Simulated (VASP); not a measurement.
Input of a VASP 6.6.1 run:

File INCAR:

```
SYSTEM = HfN
PREC = Accurate
ENCUT = 600
EDIFF = 1E-6
ISMEAR = 0
SIGMA = 0.15
LREAL = .False.
LASPH = .True.
NELM = 120
ALGO = Normal
ISIF = 2
LWAVE = .False.
LCHARG = .False.
GGA = PS
NBANDS = 14
GGA_COMPAT = .False.
```

KPOINTS

```
Automatic mesh
0
Gamma
  22 22 22
  0 0 0
```

The input POSCAR:

```
HfN
1.0
    0.0000000000      2.2507757579      2.1382369700
    2.2507757579      0.0000000000      2.1382369700
    2.2507757579      2.2507757579      0.0000000000
Hf N
1 1
Direct
    0.0000000000      0.0000000000      0.0000000000
    0.5000000000      0.5000000000      0.5000000000
```

Potentials or basis: VASP PAW PBE potentials, release 64 (Hf_pv, N).

The run is started by

```sh
$ cat potpaw_PBE.64/Hf_pv/POTCAR potpaw_PBE.64/N/POTCAR > POTCAR
$ mpirun -np 1 vasp_std > vasp.out
```

Question: Predict the pressure.

Answer: 16.0 GPa.

Stress tensor (GPa, compression positive):
```
 3.86  0.00  0.00
 0.00  3.86  0.00
 0.00  0.00 40.33
```

Caveat: the cell differs from its parent crystal (strain +0.000 along x and y, -0.050 along z); the PAW data sets were made with another functional, which shifts forces and pressure a little.
